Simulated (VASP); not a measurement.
# Cu (Fm-3m) in VASP: a series of runs

Cu is run at these levels: PBE; tasks: single point, relaxation of cell and atoms.

All numbers are computed with VASP 6.6.1; they aren't measurements. Logs are shortened: lines on timing, memory, paths and dates and some standing lists are left out, and cuts for length are marked.

**1. The cell of the first run**

The structure is cubic, space group Fm-3m (No. 225). The conventional cell has a = 3.630 Å, b = 3.630 Å, c = 3.630 Å, α = 90.00°, β = 90.00°, γ = 90.00°. Within 3.4 Å of Cu (site symmetry m-3m) lie 12 Cu at 2.57 Å.

**2. Single point, PBE**

INCAR reads:

```
SYSTEM = Cu
PREC = Accurate
ENCUT = 520
EDIFF = 1E-6
ISMEAR = 0
SIGMA = 0.1
LREAL = .False.
LASPH = .True.
NELM = 80
ALGO = Fast
ISIF = 2
LWAVE = .False.
LCHARG = .False.
GGA = PE
NBANDS = 12
```

KPOINTS reads:

```
regular mesh
0
Gamma
  16 16 16
  0 0 0
```

POSCAR reads:

```
Cu
1.0
    0.0000000000      1.8151691407      1.8151691407
    1.8151691407      0.0000000000      1.8151691407
    1.8151691407      1.8151691407      0.0000000000
Cu
1
Direct
    0.0000000000      0.0000000000      0.0000000000
```

Potentials or basis: VASP PAW PBE potentials, release 64 (Cu).

On the command line:

```console
> cat potpaw_PBE.64/Cu/POTCAR > POTCAR
> mpirun -np 1 vasp_std > vasp.out
```

OUTCAR:

```text
SYSTEM = Cu
   PREC = Accurate
   ENCUT = 520
   EDIFF = 1E-6
   ISMEAR = 0
   LREAL = .False.
   LASPH = .True.
   NELM = 80
   ISIF = 2
   GGA = PE

 ion  position               nearest neighbor table
   1  0.000  0.000  0.000-

  LATTYP: Found a face centered cubic cell.
 ALAT       =     3.6303382814

  Lattice vectors:

 A1 = (   0.0000000000,   1.8151691407,   1.8151691407)
 A2 = (   1.8151691407,   0.0000000000,   1.8151691407)
 A3 = (   1.8151691407,   1.8151691407,   0.0000000000)

Analysis of symmetry for initial positions (statically):
=====================================================================
 Subroutine PRICEL returns:
 Original cell was already a primitive cell.

 Routine SETGRP: Setting up the symmetry group for a
 face centered cubic supercell.

 Subroutine GETGRP returns: Found 48 space group operations
 (whereof 48 operations were pure point group operations)
 out of a pool of 48 trial point group operations.

The static configuration has the point symmetry O_h .

Analysis of symmetry for dynamics (positions and initial velocities):
=====================================================================
 Subroutine PRICEL returns:
 Original cell was already a primitive cell.

 Routine SETGRP: Setting up the symmetry group for a
 face centered cubic supercell.

 Subroutine GETGRP returns: Found 48 space group operations
 (whereof 48 operations were pure point group operations)
 out of a pool of 48 trial point group operations.

The dynamic configuration has the point symmetry O_h .

 Subroutine INISYM returns: Found 48 space group operations
 (whereof 48 operations are pure point group operations),
 and found     1 'primitive' translations

----------------------------------------------------------------------------------------

                                     Primitive cell

  volume of cell :      11.9614

  direct lattice vectors                    reciprocal lattice vectors
     0.000000000  1.815169141  1.815169141    -0.275456424  0.275456424  0.275456424
     1.815169141  0.000000000  1.815169141     0.275456424 -0.275456424  0.275456424
     1.815169141  1.815169141  0.000000000     0.275456424  0.275456424 -0.275456424

  length of vectors
     2.567036817  2.567036817  2.567036817     0.477104521  0.477104521  0.477104521

  position of ions in fractional coordinates (direct lattice)
     0.000000000  0.000000000  0.000000000

  ion indices of the primitive-cell ions
   primitive index   ion index
                 1           1

[... 81 lines left out ...]
   PSTRESS=    0.0 pullay stress
   NELECT =      11.0000    total number of electrons
   NUPDOWN=      -1.0000    fix difference up-down
   EMIN   =  10.00;   EMAX   =-10.00  energy-range for DOS
   EFERMI =   0.00;   METHOD = LEGACY
   ISMEAR =     0;   SIGMA  =   0.10  broadening in eV -4-tet -1-fermi 0-gaus
   EFERMI_NEDOS =   21; number of points for ismear=-14 and -15
   IALGO  =     68    algorithm
   IMIX   =      4    mixing-type and parameters
     AMIX     =   0.40;   BMIX     =  1.00
     AMIX_MAG =   1.60;   BMIX_MAG =  1.00
  volume/ion in A,a.u.               =      11.96        80.72
  Fermi-wavevector in a.u.,A,eV,Ry     =   1.592008  3.008459 34.483830  2.534490
  Thomas-Fermi vector in A             =   2.690460
   LORBIT       =      0    0 simple, 1 ext, 2 COOP (PROOUT), +10 PAW based schemes
   GGA     = PE    functional components
   LHFCALC =     F    Hartree Fock is set to
   AEXX    =    0.0000 exact exchange contribution
   IVDW    =     0    specifies the selected vdW correction
   LEPSILON=     F    determine dielectric tensor
   LRPA    =     F    only Hartree local field effects (RPA)
 non-spin polarized calculation
 RMM-DIIS sequential band-by-band and
 Gauss-broadening in eV      SIGMA  =   0.10
  energy-cutoff  :      520.00
  volume of cell :       11.96
 maximum number of plane-waves:       332
   NGX =  9   NGY =  9   NGZ =  9

 number of electron      10.9999997 magnetization

 Free energy of the ion-electron system (eV)
  ---------------------------------------------------
  ext. energy  EPLUGINS =         0.00000000
  ---------------------------------------------------
  free energy    TOTEN  =        -3.72886941 eV

  energy without entropy =       -3.72722984  energy(sigma->0) =       -3.72804963

 E-fermi :   7.3877     XC(G=0): -12.6520

 val. band max:        7.3830120833   @ k =   0.5000   0.1875   0.0625
 cond. band min:       7.4334059725   @ k =   0.5000   0.3125   0.1250
 fundamental gap:      0.0503938892
 Fermi energy:         7.3877358758

 k-point     1 :       0.0000    0.0000    0.0000
  band No.  band energies     occupation
      1      -1.8256      2.00000
      2       4.4429      2.00000
      3       4.4430      2.00000
      4       4.4430      2.00000
      5       5.2489      2.00000
      6       5.2489      2.00000
      7      29.9215      0.00000
      8      32.4675      0.00000
      9      32.4675      0.00000
     10      32.4675      0.00000
     11      34.9501      0.00000
     12      34.9501      0.00000
[... 331 lines left out ...]
 k-point    24 :      -0.0625    0.0625    0.0000
  band No.  band energies     occupation
      1      -1.4515      2.00000
      2       4.3593      2.00000
      3       4.5075      2.00000
      4       4.5206      2.00000
      5       5.1873      2.00000
      6       5.2621      2.00000
      7      27.9327      0.00000
      8      28.9868      0.00000
      9      31.5840      0.00000
     10      32.9979      0.00000
     11      35.1426      0.00000
     12      35.8125      0.00000

 [... further k-points ...]

------------------------ aborting loop because EDIFF is reached ----------------------------------------

  FORCE on cell =-STRESS in cart. coord.  units (eV):
  Direction    XX          YY          ZZ          XY          YZ          ZX
  --------------------------------------------------------------------------------------
  -------------------------------------------------------------------------------------
  Total        0.0444398      0.0444398      0.0444398     -0.0000000     -0.0000000      0.0000000
  in kB        5.9525302      5.9525302      5.9525302     -0.0000000     -0.0000000      0.0000000
  external PRESSURE =       5.9525302 kB  Pullay stress =       0.0000000 kB

 VOLUME and BASIS-vectors are now :
 -----------------------------------------------------------------------------
  energy-cutoff  :      520.00
  volume of cell :       11.96
      direct lattice vectors                 reciprocal lattice vectors
     0.000000000  1.815169141  1.815169141    -0.275456424  0.275456424  0.275456424
     1.815169141  0.000000000  1.815169141     0.275456424 -0.275456424  0.275456424
     1.815169141  1.815169141  0.000000000     0.275456424  0.275456424 -0.275456424

 POSITION                                       TOTAL-FORCE (eV/Angst)
 -----------------------------------------------------------------------------------
      0.00000      0.00000      0.00000         0.000000      0.000000      0.000000
 -----------------------------------------------------------------------------------
    total drift:                                0.000000     -0.000000      0.000000

  FREE ENERGIE OF THE ION-ELECTRON SYSTEM (eV)
  ---------------------------------------------------
  free  energy   TOTEN  =        -3.7288694145 eV

  energy  without entropy=       -3.7272298365  energy(sigma->0) =       -3.72804963
```

OSZICAR:

```text
N       E                     dE             d eps       ncg     rms          rms(c)
DAV:   1     0.421623104091E+02    0.42162E+02   -0.53375E+03  3924   0.152E+03
DAV:   2    -0.320692488268E+01   -0.45369E+02   -0.41486E+02  3576   0.203E+02
DAV:   3    -0.461562225810E+01   -0.14087E+01   -0.13967E+01  4044   0.407E+01
DAV:   4    -0.462461923207E+01   -0.89970E-02   -0.89958E-02  4016   0.289E+00
DAV:   5    -0.462469806935E+01   -0.78837E-04   -0.78837E-04  4100   0.279E-01    0.765E+00
RMM:   6    -0.408838492450E+01    0.53631E+00   -0.32055E+00  4347   0.332E+01    0.443E+00
RMM:   7    -0.374180310653E+01    0.34658E+00   -0.48377E-01  4325   0.125E+01    0.973E-01
RMM:   8    -0.372993322401E+01    0.11870E-01   -0.11335E-02  4451   0.115E+00    0.250E-01
RMM:   9    -0.372881471603E+01    0.11185E-02   -0.25227E-03  4558   0.912E-01    0.267E-02
RMM:  10    -0.372886034566E+01   -0.45630E-04   -0.44142E-04  4644   0.272E-01    0.137E-02
RMM:  11    -0.372886825062E+01   -0.79050E-05   -0.60278E-05  4807   0.861E-02    0.103E-02
RMM:  12    -0.372886935218E+01   -0.11016E-05   -0.96589E-06  4492   0.370E-02    0.381E-03
RMM:  13    -0.372886941451E+01   -0.62329E-07   -0.19123E-06  3159   0.151E-02
   1 F= -.37288694E+01 E0= -.37280496E+01  d E =-.163958E-02
```

stdout:

```text
POSCAR found type information on POSCAR Cu
 POSCAR found :  1 types and       1 ions
 scaLAPACK will be used
 LDA part: xc-table for (Slater+PW92), standard interpolation
 POSCAR, INCAR and KPOINTS ok, starting setup
 FFT: planning ... GRIDC
 FFT: planning ... GRID_SOFT
 FFT: planning ... GRID
 WAVECAR not read
 entering main loop
```

Wall time 18 s (1 thread of Intel Xeon 6975P-C, shared host); peak memory 0.14 GiB.

Results:

* Free energy: -3.7289 eV
* Pressure: 0.6 GPa

**3. Relaxation of cell and atoms, PBE**

This run uses another cell than the first one, of 11.81 Å³/atom, 0.987 times its volume.

INCAR reads:

```
SYSTEM = Cu
ALGO = Normal
EDIFF = 1E-6
EDIFFG = -0.02
ENCUT = 600
GGA = PE
IBRION = 2
ISIF = 3
ISMEAR = 0
LASPH = .TRUE.
LCHARG = .FALSE.
LREAL = .FALSE.
LWAVE = .FALSE.
NELM = 60
NSW = 90
PREC = Accurate
SIGMA = 0.1
```

KPOINTS reads:

```
k-points
0
G
  16 16 16
  0 0 0
```

POSCAR reads:

```
Cu
1.0
    0.0000000000      1.8075000000      1.8075000000
    1.8075000000      0.0000000000      1.8075000000
    1.8075000000      1.8075000000      0.0000000000
Cu
1
Direct
    0.0000000000      0.0000000000      0.0000000000
```

Potentials or basis: VASP PAW PBE potentials, release 64 (Cu).

On the command line:

```console
> cat potpaw_PBE.64/Cu/POTCAR > POTCAR
> mpirun -np 1 vasp_std > vasp.out
```

Run time: 15 s. Hardware: 1 thread of Intel Xeon 6975P-C, shared host; peak memory 0.15 GiB.

Results (log left out):

- Free energy: -3.7290 eV
- Relaxed volume: 12.01 Å³/atom
- Relaxed cell: a = 2.571 Å, b = 2.571 Å, c = 2.571 Å, α = 60.00°, β = 60.00°, γ = 60.00°
- Space group after relaxing (to 0.05 Å): Fm-3m (No. 225)
- Energy gained by relaxing: 1.5 meV/atom
- Ionic steps: 3
- Pressure after relaxing: -0.1 GPa

Step by step:
```
step  energy change (eV)  largest force (eV/Å)  pressure (GPa)  volume (Å³)
   1              0.0000                0.0000            2.44        11.81
   2             -0.0011                0.0000           -1.31        12.12
   3             -0.0015                0.0000           -0.06        12.01
```

Final structure:
```xyz
1
Lattice="0.0000 1.8177 1.8177 1.8177 0.0000 1.8177 1.8177 1.8177 0.0000" Properties=species:S:1:pos:R:3 pbc="T T T"
Cu    0.0000    0.0000    0.0000
```

Levels at points of the mesh, in eV from the Fermi level:
```csv
k point,band 2,band 3,band 4,band 5,band 6,band 7,band 8,band 9
"(0.00, 0.00, 0.00)",-2.93,-2.93,-2.93,-2.13,-2.13,22.50,25.01,25.01
"(0.50, 0.00, 0.00)",-2.96,-2.96,-1.58,-1.58,-0.91,3.72,21.00,21.85
"(0.50, 0.50, 0.00)",-4.29,-1.60,-1.44,-1.44,1.55,7.04,12.99,12.99
```
